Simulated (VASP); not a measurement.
Set up this calculation in VASP 6.6.1, as the native input.

```
Task                   : single point
Functional             : PBE
Potentials or basis    : VASP PAW PBE potentials, release 64 (Br, C, I, H)
Cutoff                 : 720 eV
k mesh                 : 1 × 1 × 1
Occupations            : gaussian, width 0.03 eV
Spin                   : no spin polarisation
Tolerance level        : standard
Purpose                : forces
Further INCAR settings : ALGO = Normal; EDIFF = 1e-06; NBANDS = 36; NELMDL = -8; ISIF = 0
```

The structure of BrCIH2 lies in POSCAR:

```
H2CIBr
1.0
   13.0000000000      0.0000000000      0.0000000000
    0.0000000000     11.0000000000      0.0000000000
    0.0000000000      0.0000000000     12.0000000000
Br C I H
1 1 1 2
Direct
    0.3766923100      0.4773090900      0.5308750000
    0.5178615400      0.4930181800      0.4861666700
    0.6253076900      0.4147454500      0.5988166700
    0.5355769200      0.5890727300      0.4801916700
    0.5270846200      0.4471636400      0.4135166700
```

This cell differs from its parent crystal: last atom moved by 0.08 Å along z.

One way to write it, as run:

INCAR

```
ALGO = Normal
EDIFF = 1E-6
EFERMI = MIDGAP
ENCUT = 720
GGA = PE
GGA_COMPAT = False
ISIF = 0
ISMEAR = 0
LASPH = True
LCHARG = False
LREAL = False
LWAVE = False
NBANDS = 36
NELM = 120
NELMDL = -8
PREC = Accurate
SIGMA = 0.03
```

KPOINTS

```
k-points
0
Gamma
  1 1 1
```

Potentials or basis: VASP PAW PBE potentials, release 64 (Br, C, I, H).

Launch:

```console
$ cat potpaw_PBE.64/Br/POTCAR potpaw_PBE.64/C/POTCAR potpaw_PBE.64/I/POTCAR potpaw_PBE.64/H/POTCAR > POTCAR
$ mpirun -np 1 vasp_gam > vasp.out
```

Results of the run:

```
Largest force                   : 3.106 eV/Å
Gap between the frontier levels : 4.01 eV
```

Caveat: the cell differs from its parent crystal (last atom moved by 0.08 Å along z); spin-orbit coupling is left out, which moves the levels of the heavy elements.

It took 2.9 min on 1 thread of AMD EPYC 9R45 96-Core Processor (Zen 5) (shared host), peak memory 1.8 GiB.
